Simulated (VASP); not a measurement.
# Ag3Cl2 (P6/mmm) in VASP: further runs

Runs on Ag3Cl2. Level: PBE. Tasks: single point, relaxation of cell and atoms.

Everything below comes from runs of VASP 6.6.1. Logs are shortened: lines on timing, memory, paths and dates and some standing lists are left out, and cuts for length are marked.

**1. The cell of the first run**

It takes space group P6/mmm (No. 191, hexagonal). Conventional cell: a = 5.385 Å, b = 5.385 Å, c = 7.557 Å, α = 90.00°, β = 90.00°, γ = 120.00°. Within 3.6 Å of Ag (site symmetry mmm) lie 4 Ag at 2.69 Å and 4 Cl at 3.12 Å. Within 4.1 Å of Cl (site symmetry 6mm) lie 6 Ag at 3.12 Å and 1 Cl at 3.17 Å.

**2. Single point, PBE**

The input, INCAR:

```
ALGO     = Normal         # electronic algorithm
EDIFF    = 1E-6           # SCF threshold, eV
ENCUT    = 520            # plane-wave cutoff, eV
GGA      = PE             # functional
ISIF     = 2              # what is computed and relaxed
ISMEAR   = 0              # smearing method
LASPH    = True           # aspherical terms in the spheres
LCHARG   = True           # write CHGCAR
LELF     = True           # ELF
LREAL    = False          # projectors in reciprocal space
LVHAR    = True         
LWAVE    = False          # write WAVECAR
NBANDS   = 32             # bands
NELM     = 100            # most SCF steps
PREC     = Accurate       # precision mode
SIGMA    = 0.1            # smearing width, eV
```

The input, KPOINTS:

```
k-points
0
Gamma
  6 6 4
```

The input, POSCAR:

```
Ag3Cl2
1.0
    5.3847338253      0.0000000000      0.0000000000
   -2.6923669126      4.6633162853      0.0000000000
    0.0000000000      0.0000000000      7.5567593332
Ag Cl
3 2
Direct
    0.5000000000      0.0000000000      0.5000000000
    0.0000000000      0.5000000000      0.5000000000
    0.5000000000      0.5000000000      0.5000000000
    0.0000000000      0.0000000000      0.2903653091
    0.0000000000      0.0000000000      0.7096346909
```

Potentials or basis: VASP PAW PBE potentials, release 64 (Ag, Cl).

On the command line:

```console
> cat potpaw_PBE.64/Ag/POTCAR potpaw_PBE.64/Cl/POTCAR > POTCAR
> mpirun -np 1 vasp_std > vasp.out
```

OUTCAR:

```text
EDIFF = 1E-6
   ENCUT = 520
   GGA = PE
   ISIF = 2
   ISMEAR = 0
   LASPH = True
   LREAL = False
   NELM = 100
   PREC = Accurate

 ion  position               nearest neighbor table
   1  0.500  0.000  0.500-   3 2.69   3 2.69   2 2.69   2 2.69   4 3.12   4 3.12   5 3.12   5 3.12

   2  0.000  0.500  0.500-   3 2.69   3 2.69   1 2.69   1 2.69   4 3.12   5 3.12   4 3.12   5 3.12

   3  0.500  0.500  0.500-   1 2.69   1 2.69   2 2.69   2 2.69   4 3.12   5 3.12   4 3.12   5 3.12

   4  0.000  0.000  0.290-   2 3.12   2 3.12   1 3.12   1 3.12   3 3.12   3 3.12
   5  0.000  0.000  0.710-   2 3.12   2 3.12   1 3.12   1 3.12   3 3.12   3 3.12

  LATTYP: Found a hexagonal cell.
 ALAT       =     5.3847338253
 C/A-ratio  =     1.4033672932

  Lattice vectors:

 A1 = (   5.3847338253,   0.0000000000,   0.0000000000)
 A2 = (  -2.6923669126,   4.6633162853,   0.0000000000)
 A3 = (   0.0000000000,   0.0000000000,   7.5567593332)

Analysis of symmetry for initial positions (statically):
=====================================================================
 Subroutine PRICEL returns:
 Original cell was already a primitive cell.

 Routine SETGRP: Setting up the symmetry group for a
 hexagonal supercell.

 Subroutine GETGRP returns: Found 24 space group operations
 (whereof 24 operations were pure point group operations)
 out of a pool of 24 trial point group operations.

The static configuration has the point symmetry D_6h.

Analysis of symmetry for dynamics (positions and initial velocities):
=====================================================================
 Subroutine PRICEL returns:
 Original cell was already a primitive cell.

 Routine SETGRP: Setting up the symmetry group for a
 hexagonal supercell.

 Subroutine GETGRP returns: Found 24 space group operations
 (whereof 24 operations were pure point group operations)
 out of a pool of 24 trial point group operations.

The dynamic configuration has the point symmetry D_6h.

 Subroutine INISYM returns: Found 24 space group operations
 (whereof 24 operations are pure point group operations),
 and found     1 'primitive' translations

----------------------------------------------------------------------------------------

                                     Primitive cell

  volume of cell :     189.7556

  direct lattice vectors                    reciprocal lattice vectors
     5.384733825  0.000000000  0.000000000     0.185710201  0.107219834  0.000000000
    -2.692366913  4.663316285  0.000000000     0.000000000  0.214439669  0.000000000
     0.000000000  0.000000000  7.556759333     0.000000000  0.000000000  0.132331858

  length of vectors
     5.384733825  5.384733825  7.556759333     0.214439669  0.214439669  0.132331858

  position of ions in fractional coordinates (direct lattice)
     0.500000000  0.000000000  0.500000000
     0.000000000  0.500000000  0.500000000
     0.500000000  0.500000000  0.500000000
     0.000000000  0.000000000  0.290365309
     0.000000000  0.000000000  0.709634691

  ion indices of the primitive-cell ions
   primitive index   ion index
                 1           1
                 2           2
                 3           3
                 4           4
                 5           5

----------------------------------------------------------------------------------------

 KPOINTS: k-points

Automatic generation of k-mesh.
 Grid dimensions read from file:
 generate k-points for:    6    6    4

 Generating k-lattice:

  Cartesian coordinates                     Fractional coordinates (reciprocal lattice)
     0.030951700  0.017869972  0.000000000     0.166666667  0.000000000  0.000000000
     0.000000000  0.035739945  0.000000000     0.000000000  0.166666667  0.000000000
     0.000000000  0.000000000  0.033082964     0.000000000  0.000000000  0.250000000

  Length of vectors
     0.035739945  0.035739945  0.033082964

  Shift w.r.t. Gamma in fractional coordinates (k-lattice)
     0.000000000  0.000000000  0.000000000

 Subroutine IBZKPT returns following result:
 ===========================================

 Found     21 irreducible k-points:

 Following reciprocal coordinates:
            Coordinates               Weight
  0.000000  0.000000  0.000000      1.000000
  0.166667 -0.000000  0.000000      6.000000
  0.333333 -0.000000  0.000000      6.000000
  0.500000 -0.000000  0.000000      3.000000
  0.166667  0.166667  0.000000      6.000000
  0.333333  0.166667  0.000000     12.000000
[... 13 lines left out ...]
  0.333333  0.166667  0.500000     12.000000
  0.333333  0.333333  0.500000      2.000000
   k-points           NKPTS =     21   k-points in BZ     NKDIM =     21   number of bands    NBANDS=     32
   number of dos      NEDOS =    301   number of ions     NIONS =      5
   total plane-waves  NPLWV =  89600
   dimension x,y,z NGX =    40 NGY =   40 NGZ =   56
   dimension x,y,z NGXF=    80 NGYF=   80 NGZF=  112
   ions per type =               3   2
   NGX,Y,Z   is equivalent  to a cutoff of  12.35, 12.35, 12.32 a.u.
   NGXF,Y,Z  is equivalent  to a cutoff of  24.70, 24.70, 24.64 a.u.
 SYSTEM =  unknown system
   PREC   = accura    normal or accurate (medium, high low for compatibility)
   ISTART =      0    job   : 0-new  1-cont  2-samecut
   ICHARG =      2    charge: 1-file 2-atom 10-const
   ISPIN  =      1    spin polarized calculation?
   LNONCOLLINEAR =      F non collinear calculations
   LSORBIT =      F    spin-orbit coupling
   LASPH  =      T    aspherical Exc in radial PAW
   ENCUT  =  520.0 eV  38.22 Ry    6.18 a.u.  10.01 10.01 14.05*2*pi/ulx,y,z
   NELM   =    100;   NELMIN=  2; NELMDL= -5     # of ELM steps
   EDIFF  = 0.1E-05   stopping-criterion for ELM
   LREAL  =      F    real-space projection
   EDIFFG = 0.1E-04   stopping-criterion for IOM
   NSW    =      0    number of steps for IOM
   IBRION =     -1    ionic relax: 0-MD 1-quasi-New 2-CG
   NFREE  =      0    steps in history (QN), initial steepest desc. (CG)
   ISIF   =      2    stress and relaxation
   ISYM   =      2    0-nonsym 1-usesym 2-fastsym
   POTIM  = 0.5000    time-step for ionic-motion
   TEBEG  =    0.0;   TEEND  =   0.0 temperature during run
   PSTRESS=    0.0 pullay stress
   NELECT =      47.0000    total number of electrons
   NUPDOWN=      -1.0000    fix difference up-down
   EMIN   =  10.00;   EMAX   =-10.00  energy-range for DOS
   EFERMI =   0.00;   METHOD = LEGACY
   ISMEAR =     0;   SIGMA  =   0.10  broadening in eV -4-tet -1-fermi 0-gaus
   EFERMI_NEDOS =   21; number of points for ismear=-14 and -15
   IALGO  =     38    algorithm
   IMIX   =      4    mixing-type and parameters
     AMIX     =   0.40;   BMIX     =  1.00
     AMIX_MAG =   1.60;   BMIX_MAG =  1.00
  volume/ion in A,a.u.               =      37.95       256.11
  Fermi-wavevector in a.u.,A,eV,Ry     =   1.028117  1.942859 14.381693  1.057025
  Thomas-Fermi vector in A             =   2.162097
   LORBIT       =      0    0 simple, 1 ext, 2 COOP (PROOUT), +10 PAW based schemes
   GGA     = PE    functional components
   LHFCALC =     F    Hartree Fock is set to
   AEXX    =    0.0000 exact exchange contribution
   IVDW    =     0    specifies the selected vdW correction
   LEPSILON=     F    determine dielectric tensor
   LRPA    =     F    only Hartree local field effects (RPA)
 non-spin polarized calculation
 Gauss-broadening in eV      SIGMA  =   0.10
  energy-cutoff  :      520.00
  volume of cell :      189.76
 maximum number of plane-waves:      5142
   NGX = 21   NGY = 21   NGZ = 29

 number of electron      47.0000004 magnetization

 Free energy of the ion-electron system (eV)
  ---------------------------------------------------
  ext. energy  EPLUGINS =         0.00000000
  ---------------------------------------------------
  free energy    TOTEN  =       -10.71898214 eV

  energy without entropy =      -10.70100196  energy(sigma->0) =      -10.70999205

 E-fermi :  -0.3286     XC(G=0):  -6.8463

 val. band max:       -0.3497406838   @ k =   0.3333  -0.0000   0.5000
 cond. band min:      -0.3250421918   @ k =   0.1667   0.1667   0.5000
 fundamental gap:      0.0246984920
 Fermi energy:        -0.3285977669

 k-point     1 :       0.0000    0.0000    0.0000
  band No.  band energies     occupation
      1     -14.4317      2.00000
      2     -14.0499      2.00000
      3      -6.3981      2.00000
      4      -5.2856      2.00000
      5      -5.2856      2.00000
      6      -4.9459      2.00000
[... 24 lines left out ...]
     31       5.6402      0.00000
     32       7.1950      0.00000

 k-point     2 :       0.1667   -0.0000    0.0000
  band No.  band energies     occupation
      1     -14.4223      2.00000
      2     -14.0512      2.00000
      3      -6.2307      2.00000
      4      -5.2605      2.00000
      5      -5.1331      2.00000
      6      -4.8669      2.00000
[... 24 lines left out ...]
     31       6.7488      0.00000
     32       6.8304      0.00000

 k-point     3 :       0.3333   -0.0000    0.0000
  band No.  band energies     occupation
      1     -14.4033      2.00000
      2     -14.0536      2.00000
      3      -5.8426      2.00000
      4      -5.1664      2.00000
      5      -4.7049      2.00000
      6      -4.6696      2.00000
[... 24 lines left out ...]
     31       7.4107      0.00000
     32       7.8057      0.00000

 k-point     4 :       0.5000   -0.0000    0.0000
  band No.  band energies     occupation
      1     -14.3937      2.00000
      2     -14.0548      2.00000
      3      -5.6518      2.00000
      4      -4.9655      2.00000
      5      -4.5372      2.00000
      6      -4.2774      2.00000
[... 549 lines left out ...]
     31       7.1949      0.00000
     32       7.6453      0.00000

 k-point    20 :       0.3333    0.1667    0.5000
  band No.  band energies     occupation
      1     -14.3821      2.00000
      2     -14.0684      2.00000
      3      -5.5233      2.00000
      4      -5.0161      2.00000
      5      -4.6440      2.00000
      6      -4.5068      2.00000
[... 24 lines left out ...]
     31       7.7098      0.00000
     32       7.8473      0.00000

 k-point    21 :       0.3333    0.3333    0.5000
  band No.  band energies     occupation
      1     -14.3774      2.00000
      2     -14.0690      2.00000
      3      -4.9397      2.00000
      4      -4.9397      2.00000
      5      -4.8789      2.00000
      6      -4.5231      2.00000
[... 24 lines left out ...]
     31       7.2643      0.00000
     32       8.2324      0.00000

------------------------ aborting loop because EDIFF is reached ----------------------------------------

  FORCE on cell =-STRESS in cart. coord.  units (eV):
  Direction    XX          YY          ZZ          XY          YZ          ZX
  --------------------------------------------------------------------------------------
  -------------------------------------------------------------------------------------
  Total       -0.1445978     -0.1445978     -0.0714337     -0.0000000     -0.0000000      0.0000000
  in kB       -1.2208929     -1.2208929     -0.6031412     -0.0000000     -0.0000000      0.0000000
  external PRESSURE =      -1.0149757 kB  Pullay stress =       0.0000000 kB

 VOLUME and BASIS-vectors are now :
 -----------------------------------------------------------------------------
  energy-cutoff  :      520.00
  volume of cell :      189.76
      direct lattice vectors                 reciprocal lattice vectors
     5.384733825  0.000000000  0.000000000     0.185710201  0.107219834  0.000000000
    -2.692366913  4.663316285  0.000000000     0.000000000  0.214439669  0.000000000
     0.000000000  0.000000000  7.556759333     0.000000000  0.000000000  0.132331858

 POSITION                                       TOTAL-FORCE (eV/Angst)
 -----------------------------------------------------------------------------------
      2.69237      0.00000      3.77838        -0.000000     -0.000000      0.000000
     -1.34618      2.33166      3.77838        -0.000000     -0.000000      0.000000
      1.34618      2.33166      3.77838        -0.000000     -0.000000      0.000000
      0.00000      0.00000      2.19422         0.000000      0.000000      0.010772
      0.00000      0.00000      5.36254         0.000000     -0.000000     -0.010772
 -----------------------------------------------------------------------------------
    total drift:                               -0.000000      0.000000     -0.000000

  FREE ENERGIE OF THE ION-ELECTRON SYSTEM (eV)
  ---------------------------------------------------
  free  energy   TOTEN  =       -10.7189821411 eV

  energy  without entropy=      -10.7010019638  energy(sigma->0) =      -10.70999205
```

Wall time 71 s (1 thread of AMD EPYC 9R45 (Zen 5), shared host); peak memory 0.31 GiB.

What came out:

```
Free energy   : -10.7190 eV
Pressure      : -0.1 GPa
Largest force : 0.011 eV/Å
```

Forces on the atoms (eV/Å):
```
Ag   0.000  0.000  0.000
Ag   0.000  0.000  0.000
Ag   0.000  0.000  0.000
Cl   0.000  0.000  0.011
Cl   0.000  0.000 -0.011
```

Levels at points of the mesh, in eV from the Fermi level:
| k point | band 21 | band 22 | band 23 | band 24 | band 25 | band 26 | band 27 | band 28 |
| --- | --- | --- | --- | --- | --- | --- | --- | --- |
| (0.00, 0.00, 0.00) | -1.24 | -1.24 | -0.97 | -0.78 | 2.41 | 2.93 | 5.47 | 5.47 |
| (0.50, 0.00, 0.00) | -1.65 | -1.42 | -0.80 | -0.10 | 0.81 | 4.91 | 5.00 | 5.44 |
| (0.00, 0.00, 0.50) | -1.26 | -1.26 | -1.22 | -0.62 | 2.42 | 2.65 | 5.51 | 5.51 |
| (0.50, 0.00, 0.50) | -1.64 | -1.44 | -1.04 | -0.04 | 0.83 | 4.93 | 5.13 | 5.14 |

Caveat: this functional lacks dispersion, which binds the layers, so the pressure and a relaxed spacing across them are unreliable; an odd number of electrons without spin polarisation forces a metal; a magnetic or distorted state may lie lower.

(Continued in part 2 of 2.)
